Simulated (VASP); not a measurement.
**Si: single point with PBE**

The system is Si.

```
Si
1.0
    -1.62691    1.62691    1.32033
     1.62691   -1.62691    1.32033
     1.62691    1.62691   -1.32033
Si
1
Direct
  0.00000 0.00000 0.00000
```

```yaml
Program: VASP 6.6.1
Task: single point
Functional: PBE
Potentials_or_basis: VASP PAW PBE potentials, release 64 (Si)
Cutoff: 500 eV
k_mesh: 13 × 13 × 13
Occupations: gaussian, width 0.029 eV
Spin: no spin polarisation
Dipole_correction: no
Further_INCAR_settings: ALGO = Normal; EDIFF = 1e-06; NBANDS = 8
```

| Quantity | Value |
| --- | --- |
| Pressure | 3.4 GPa |
| Band gap on the k mesh | zero (bands 2 and 3 overlap by 13.24 eV) |

Stress tensor (GPa, compression positive):
```
4.83 0.00 0.00
0.00 4.83 0.00
0.00 0.00 0.52
```

Levels at points of the mesh, in eV from the Fermi level:
```tsv
k point	band 1	band 2	band 3	band 4	band 5
(0.00, 0.00, 0.00)	-14.73	9.60	10.19	10.19	13.03
```

Run time: 26 s on 1 thread of AMD EPYC 7571, with other jobs on the host, peak memory 0.1 GiB.

Caveat: the cell stands under pressure.
